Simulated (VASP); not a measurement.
# Al9O: single point with PBE

The system is Al9O, a slab with vacuum.

```xyz
10
Lattice="2.8535 0.0000 0.0000 -1.4268 9.7015 0.0000 0.0000 0.0000 20.2904" Properties=species:S:1:pos:R:3 pbc="T T T"
Al    1.4268    0.6295    4.0000
Al    1.4268    3.3172    4.9957
Al    0.0000    5.7950    5.1949
Al    1.4268    8.2728    5.3940
Al    0.0003    1.2390    6.4001
Al   -0.0072    3.9216    7.5233
Al    1.4238    6.3997    7.6799
Al   -0.0083    8.8388    7.8610
Al    0.7179    1.8420    9.1722
O     2.1452    1.7599   10.0850
```

```json
{"Program": "VASP 6.6.1", "Task": "single point", "Functional": "PBE", "Potentials or basis": "VASP PAW PBE potentials, release 64 (Al, O)", "Cutoff": "520 eV", "k mesh": "9 × 3 × 1", "Occupations": "gaussian, width 0.1 eV", "Spin": "no spin polarisation", "Dipole correction": "yes", "Further INCAR settings": "ALGO = Normal; EDIFF = 1e-06; NBANDS = 28; NELMDL = -8"}
```

```
Largest force          : 0.471 eV/Å
Band gap on the k mesh : zero (an odd number of electrons rules out a gap without spin polarisation)
```

Forces on the atoms (eV/Å):
```
Al  -0.025  0.176 -0.024
Al   0.055  0.125  0.022
Al   0.008 -0.145  0.040
Al  -0.030 -0.225 -0.122
Al   0.120  0.156  0.428
Al  -0.025  0.233 -0.307
Al   0.007 -0.116  0.045
Al  -0.011 -0.073 -0.080
Al   0.007  0.004 -0.027
O   -0.105 -0.134  0.025
```

Levels at points of the mesh, in eV from the Fermi level:
```csv
k point,band 13,band 14,band 15,band 16,band 17,band 18,band 19,band 20
"(0.00, 0.00, 0.00)",-2.85,-1.90,-1.79,-0.96,-0.84,0.05,1.97,2.05
```

It took 18 min on 1 thread of Intel Xeon 8259CL, with other jobs on the host, peak memory 0.7 GiB.

Caveat: an odd number of electrons without spin polarisation forces a metal; a magnetic or distorted state may lie lower.
